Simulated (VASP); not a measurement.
# Y3Ir (Pnma) in VASP: electric field gradients with PBE

Aim: the electric field gradients of Y3Ir with PBE.

Program: VASP 6.6.1. These are calculated values, not measurements. Logs are shortened: lines on timing, memory, paths and dates and some standing lists are left out, and cuts for length are marked.

**1. The cell of the first run**

It takes space group Pnma (No. 62, orthorhombic). Conventional cell: a = 7.261 Å, b = 9.285 Å, c = 6.458 Å, α = 90.00°, β = 90.00°, γ = 90.00°. Y (site symmetry m) has 3 Ir at 2.75 to 3.98 Å and 12 Y at 3.53 to 4.05 Å within 4.1 Å. Within 3.8 Å of Y (site symmetry 1) lie 3 Ir at 2.86 to 3.26 Å and 10 Y at 3.44 to 3.75 Å. Within 3.6 Å of Ir (site symmetry m) lie 8 Y at 2.75 to 3.26 Å.

**2. Electric field gradients, PBE**

INCAR

```
SYSTEM = Y3Ir
  PREC = Accurate
  ENCUT = 520
  EDIFF = 1E-8
  ISMEAR = -1
  SIGMA = 0.05
  LREAL = Auto
  LASPH = .TRUE.
  NELM = 60
  ALGO = Normal
  ISIF = 2
  LWAVE = .FALSE.
  LCHARG = .FALSE.
  GGA = PE
  LEFG = .TRUE.
  NBANDS = 98
  KPAR = 4
```

KPOINTS

```
regular mesh
0
G
  5 4 5
  0 0 0
```

POSCAR

```
Y3Ir
1.0
    7.2613783200      0.0000000000      0.0000000000
    0.0000000000      9.2845928900      0.0000000000
    0.0000000000      0.0000000000      6.4582236000
Y Ir
12 4
Direct
    0.0382539000      0.2500000000      0.6307485300
    0.9617461000      0.7500000000      0.3692514700
    0.4617461000      0.7500000000      0.1307485300
    0.5382539000      0.2500000000      0.8692514700
    0.1740940000      0.0646004800      0.1767584600
    0.8259060000      0.9353995200      0.8232415400
    0.3259060000      0.9353995200      0.6767584600
    0.8259060000      0.5646004800      0.8232415400
    0.6740940000      0.0646004800      0.3232415400
    0.1740940000      0.4353995200      0.1767584600
    0.6740940000      0.4353995200      0.3232415400
    0.3259060000      0.5646004800      0.6767584600
    0.3851625300      0.2500000000      0.4614548900
    0.6148374700      0.7500000000      0.5385451100
    0.1148374700      0.7500000000      0.9614548900
    0.8851625300      0.2500000000      0.0385451100
```

Potentials or basis: VASP PAW PBE potentials, release 64 (Y_sv, Ir).

Run with:

```bash
$ cat potpaw_PBE.64/Y_sv/POTCAR potpaw_PBE.64/Ir/POTCAR > POTCAR
$ mpirun -np 4 vasp_std > vasp.out
```

OUTCAR:

```text
SYSTEM = Y3Ir
   PREC = Accurate
   ENCUT = 520
   EDIFF = 1E-8
   ISMEAR = -1
   LREAL = Auto
   LASPH = .TRUE.
   NELM = 60
   ISIF = 2
   GGA = PE

 ion  position               nearest neighbor table
   1  0.038  0.250  0.631-  13 2.75  16 2.86   6 3.53   8 3.53   5 3.54  10 3.54   7 3.60  12 3.60
                            11 3.73   9 3.73   4 3.94   4 3.94   5 4.05  10 4.05
   2  0.962  0.750  0.369-  14 2.75  15 2.86   5 3.53  10 3.53   8 3.54   6 3.54   9 3.60  11 3.60
                             7 3.73  12 3.73   3 3.94   3 3.94   8 4.05   6 4.05
   3  0.462  0.750  0.131-  15 2.75  14 2.86   9 3.53  11 3.53   7 3.54  12 3.54   5 3.60  10 3.60
                             6 3.73   8 3.73   2 3.94   2 3.94   7 4.05  12 4.05
   4  0.538  0.250  0.869-  16 2.75  13 2.86   7 3.53  12 3.53  11 3.54   9 3.54   8 3.60   6 3.60
                             5 3.73  10 3.73   1 3.94   1 3.94  11 4.05   9 4.05
   5  0.174  0.065  0.177-  16 2.86  13 2.95  15 3.26  10 3.44   2 3.53   1 3.54   3 3.60   6 3.61
                             7 3.62   7 3.62   4 3.73   9 3.75   9 3.75   1 4.05
   6  0.826  0.935  0.823-  15 2.86  14 2.95  16 3.26   8 3.44   1 3.53   2 3.54   4 3.60   5 3.61
                             9 3.62   9 3.62   3 3.73   7 3.75   7 3.75   2 4.05
   7  0.326  0.935  0.677-  14 2.86  15 2.95  13 3.26  12 3.44   4 3.53   3 3.54   1 3.60   9 3.61
                             5 3.62   5 3.62   2 3.73   6 3.75   6 3.75   3 4.05
   8  0.826  0.565  0.823-  15 2.86  14 2.95  16 3.26   6 3.44   1 3.53   2 3.54   4 3.60  10 3.61
                            11 3.62  11 3.62   3 3.73  12 3.75  12 3.75   2 4.05
   9  0.674  0.065  0.323-  13 2.86  16 2.95  14 3.26  11 3.44   3 3.53   4 3.54   2 3.60   7 3.61
[... 11 lines left out ...]
  15  0.115  0.750  0.961-   3 2.75   6 2.86   8 2.86   2 2.86   7 2.95  12 2.95  10 3.26   5 3.26

  16  0.885  0.250  0.039-   4 2.75   5 2.86  10 2.86   1 2.86   9 2.95  11 2.95   8 3.26   6 3.26

  LATTYP: Found a simple orthorhombic cell.
 ALAT       =     6.4582236000
 B/A-ratio  =     1.1243615535
 C/A-ratio  =     1.4376388098

  Lattice vectors:

 A1 = (   0.0000000000,   0.0000000000,   6.4582236000)
 A2 = (   7.2613783200,   0.0000000000,   0.0000000000)
 A3 = (   0.0000000000,   9.2845928900,   0.0000000000)

Analysis of symmetry for initial positions (statically):
=====================================================================
 Subroutine PRICEL returns:
 Original cell was already a primitive cell.

 Routine SETGRP: Setting up the symmetry group for a
 simple orthorhombic supercell.

 Subroutine GETGRP returns: Found  8 space group operations
 (whereof  2 operations were pure point group operations)
 out of a pool of  8 trial point group operations.

The static configuration has the point symmetry S_2 .
 The point group associated with its full space group is D_2h.

Analysis of symmetry for dynamics (positions and initial velocities):
=====================================================================
 Subroutine PRICEL returns:
 Original cell was already a primitive cell.

 Routine SETGRP: Setting up the symmetry group for a
 simple orthorhombic supercell.

 Subroutine GETGRP returns: Found  8 space group operations
 (whereof  2 operations were pure point group operations)
 out of a pool of  8 trial point group operations.

The dynamic configuration has the point symmetry S_2 .
 The point group associated with its full space group is D_2h.

 Subroutine INISYM returns: Found  8 space group operations
 (whereof  2 operations are pure point group operations),
 and found     1 'primitive' translations

----------------------------------------------------------------------------------------

                                     Primitive cell

  volume of cell :     435.4066

  direct lattice vectors                    reciprocal lattice vectors
     7.261378320  0.000000000  0.000000000     0.137714901  0.000000000  0.000000000
     0.000000000  9.284592890  0.000000000     0.000000000  0.107705315  0.000000000
     0.000000000  0.000000000  6.458223600     0.000000000  0.000000000  0.154841341

  length of vectors
     7.261378320  9.284592890  6.458223600     0.137714901  0.107705315  0.154841341

  position of ions in fractional coordinates (direct lattice)
     0.038253900  0.250000000  0.630748530
     0.961746100  0.750000000  0.369251470
     0.461746100  0.750000000  0.130748530
[... 119 lines left out ...]
   ISMEAR =    -1;   SIGMA  =   0.05  broadening in eV -4-tet -1-fermi 0-gaus
   EFERMI_NEDOS =   21; number of points for ismear=-14 and -15
   IALGO  =     38    algorithm
   IMIX   =      4    mixing-type and parameters
     AMIX     =   0.40;   BMIX     =  1.00
     AMIX_MAG =   1.60;   BMIX_MAG =  1.00
  volume/ion in A,a.u.               =      27.21       183.64
  Fermi-wavevector in a.u.,A,eV,Ry     =   1.191826  2.252225 19.326391  1.420450
  Thomas-Fermi vector in A             =   2.327879
   LORBIT       =      0    0 simple, 1 ext, 2 COOP (PROOUT), +10 PAW based schemes
   GGA     = PE    functional components
   LHFCALC =     F    Hartree Fock is set to
   AEXX    =    0.0000 exact exchange contribution
   IVDW    =     0    specifies the selected vdW correction
   LEPSILON=     F    determine dielectric tensor
   LRPA    =     F    only Hartree local field effects (RPA)
 non-spin polarized calculation
  energy-cutoff  :      520.00
  volume of cell :      435.41
 maximum number of plane-waves:     11772
 NGX is ok and might be reduce to    54
   NGX = 27   NGY = 35   NGZ = 25

 number of electron     168.0000010 magnetization

 Free energy of the ion-electron system (eV)
  ---------------------------------------------------
  ext. energy  EPLUGINS =         0.00000000
  ---------------------------------------------------
  free energy    TOTEN  =      -121.93039459 eV

  energy without entropy =     -121.78368223  energy(sigma->0) =     -121.85703841

 E-fermi :   4.0729     XC(G=0): -10.1329

 val. band max:        4.0634608965   @ k =   0.0000   0.2500   0.4000
 cond. band min:       4.0737187306   @ k =   0.4000   0.0000   0.0000
 fundamental gap:      0.0102578341
 Fermi energy:         4.0729415698

 k-point     1 :       0.0000    0.0000    0.0000
  band No.  band energies     occupation
      1     -38.6099      2.00000
      2     -38.5820      2.00000
      3     -38.5780      2.00000
      4     -38.5710      2.00000
      5     -38.5691      2.00000
      6     -38.5607      2.00000
[... 2365 lines left out ...]
     95       5.2449      0.00000
     96       5.3035      0.00000

 [... further k-points ...]

 [bands above 96 left out]

------------------------ aborting loop because EDIFF is reached ----------------------------------------

  FORCE on cell =-STRESS in cart. coord.  units (eV):
  Direction    XX          YY          ZZ          XY          YZ          ZX
  --------------------------------------------------------------------------------------
  -------------------------------------------------------------------------------------
  Total       -0.2505837      0.1107603     -0.4191539      0.0000000      0.0000000     -0.0000000
  in kB       -0.9220797      0.4075678     -1.5423718      0.0000000      0.0000000     -0.0000000
  external PRESSURE =      -0.6856279 kB  Pullay stress =       0.0000000 kB

 VOLUME and BASIS-vectors are now :
 -----------------------------------------------------------------------------
  energy-cutoff  :      520.00
  volume of cell :      435.41
      direct lattice vectors                 reciprocal lattice vectors
     7.261378320  0.000000000  0.000000000     0.137714901  0.000000000  0.000000000
     0.000000000  9.284592890  0.000000000     0.000000000  0.107705315  0.000000000
     0.000000000  0.000000000  6.458223600     0.000000000  0.000000000  0.154841341

 POSITION                                       TOTAL-FORCE (eV/Angst)
 -----------------------------------------------------------------------------------
      0.27778      2.32115      4.07352        -0.080012     -0.000000      0.054957
      6.98360      6.96344      2.38471         0.080012     -0.000000     -0.054957
      3.35291      6.96344      0.84440         0.080012     -0.000000      0.054957
      3.90847      2.32115      5.61382        -0.080012     -0.000000     -0.054957
      1.26416      0.59979      1.14155         0.039457     -0.083993     -0.022835
      5.99722      8.68480      5.31668        -0.039457      0.083993      0.022835
[... 8 lines left out ...]
      0.83388      6.96344      6.20929         0.010532     -0.000000     -0.091851
      6.42750      2.32115      0.24893        -0.010532     -0.000000      0.091851
 -----------------------------------------------------------------------------------
    total drift:                                0.000000      0.000000      0.000000

  FREE ENERGIE OF THE ION-ELECTRON SYSTEM (eV)
  ---------------------------------------------------
  free  energy   TOTEN  =      -121.9303945908 eV

  energy  without entropy=     -121.7836822300  energy(sigma->0) =     -121.85703841

 Electric field gradients (V/A^2)
---------------------------------------------------------------------
 ion       V_xx      V_yy      V_zz      V_xy      V_xz      V_yz
---------------------------------------------------------------------
   1     -26.077    51.067   -24.989    -0.000    41.426     0.000
   2     -26.077    51.067   -24.989    -0.000    41.426     0.000
   3     -26.077    51.067   -24.989     0.000   -41.426    -0.000
   4     -26.077    51.067   -24.989     0.000   -41.426    -0.000
   5      -0.560    -2.714     3.274    -3.410   -33.027   -39.648
   6      -0.560    -2.714     3.274    -3.410   -33.027   -39.648
[... 8 lines left out ...]
  15     125.696   -94.166   -31.529    -0.000    16.555     0.000
  16     125.696   -94.166   -31.529     0.000    16.555     0.000
---------------------------------------------------------------------

 Electric field gradients after diagonalization (V/A^2)
 (convention: |V_zz| > |V_xx| > |V_yy|)
----------------------------------------------------------------------
 ion       V_xx      V_yy      V_zz     asymmetry (V_yy - V_xx)/ V_zz
----------------------------------------------------------------------
   1      51.067    15.896   -66.963       0.525
   2      51.067    15.896   -66.963       0.525
   3      51.067    15.896   -66.963       0.525
   4      51.067    15.896   -66.963       0.525
   5      50.821     1.911   -52.733       0.928
   6      50.821     1.911   -52.733       0.928
[... 8 lines left out ...]
  15     -94.166   -33.254   127.420       0.478
  16     -94.166   -33.254   127.420       0.478
----------------------------------------------------------------------

           NMR quadrupolar parameters

 Cq : quadrupolar parameter    Cq=e*Q*V_zz/h
 eta: asymmetry parameters     (V_yy - V_xx)/ V_zz
 Q  : nuclear electric quadrupole moment in mb (millibarn)
----------------------------------------------------------------------
 ion       Cq(MHz)       eta       Q (mb)
----------------------------------------------------------------------
   1      -0.162       0.525       1.000
   2      -0.162       0.525       1.000
   3      -0.162       0.525       1.000
   4      -0.162       0.525       1.000
   5      -0.128       0.928       1.000
   6      -0.128       0.928       1.000
[... 8 lines left out ...]
  15       0.308       0.478       1.000
  16       0.308       0.478       1.000
----------------------------------------------------------------------
```

Run time: 11 min. Hardware: 4 MPI ranks of AMD EPYC 7R13 (Zen 3), shared host; peak memory 0.91 GiB.

What came out:

* Free energy: -121.9304 eV
* Pressure: -0.1 GPa
* Largest force: 0.097 eV/Å
* Band gap on the k mesh: zero (bands 84 and 85 overlap by 0.15 eV)
* Largest electric field gradient by atom: Y -67.0, -52.7 (each value once); Ir +127.4 V/Å²

Forces in eV/Å, atoms in the order of the input:
```
Y   -0.080  0.000  0.055
Y    0.080  0.000 -0.055
Y    0.080  0.000  0.055
Y   -0.080  0.000 -0.055
Y    0.039 -0.084 -0.023
Y   -0.039  0.084  0.023
Y   -0.039  0.084 -0.023
Y   -0.039 -0.084  0.023
Y    0.039 -0.084  0.023
Y    0.039  0.084 -0.023
Y    0.039  0.084  0.023
Y   -0.039 -0.084 -0.023
Ir  -0.011  0.000 -0.092
Ir   0.011  0.000  0.092
Ir   0.011  0.000 -0.092
Ir  -0.011  0.000  0.092
```

Levels at points of the mesh, in eV from the Fermi level:
```tsv
k point	band 80	band 81	band 82	band 83	band 84	band 85	band 86	band 87	band 88	band 89
(0.00, 0.00, 0.00)	-0.46	-0.40	-0.20	-0.11	-0.08	0.01	0.08	0.19	0.26	0.26
(0.00, 0.50, 0.00)	-0.62	-0.39	-0.39	-0.08	-0.08	-0.08	-0.08	0.12	0.12	0.57
```

Electric field gradients, principal values (V/Å²):
```csv
atom,least,middle,greatest (by size)
1 Y,15.896,51.067,-66.963
2 Y,15.896,51.067,-66.963
3 Y,15.896,51.067,-66.963
4 Y,15.896,51.067,-66.963
5 Y,1.911,50.821,-52.733
6 Y,1.911,50.821,-52.733
7 Y,1.911,50.821,-52.733
8 Y,1.911,50.821,-52.733
9 Y,1.911,50.821,-52.733
10 Y,1.911,50.821,-52.733
11 Y,1.911,50.821,-52.733
12 Y,1.911,50.821,-52.733
13 Ir,-33.254,-94.166,127.420
14 Ir,-33.254,-94.166,127.420
15 Ir,-33.254,-94.166,127.420
16 Ir,-33.254,-94.166,127.420
```

Caveat: without QUAD_EFG the Cq values of the log hold for a quadrupole moment of 1 mb, not for the nuclei; spin-orbit coupling is left out, which moves the levels of the heavy elements.
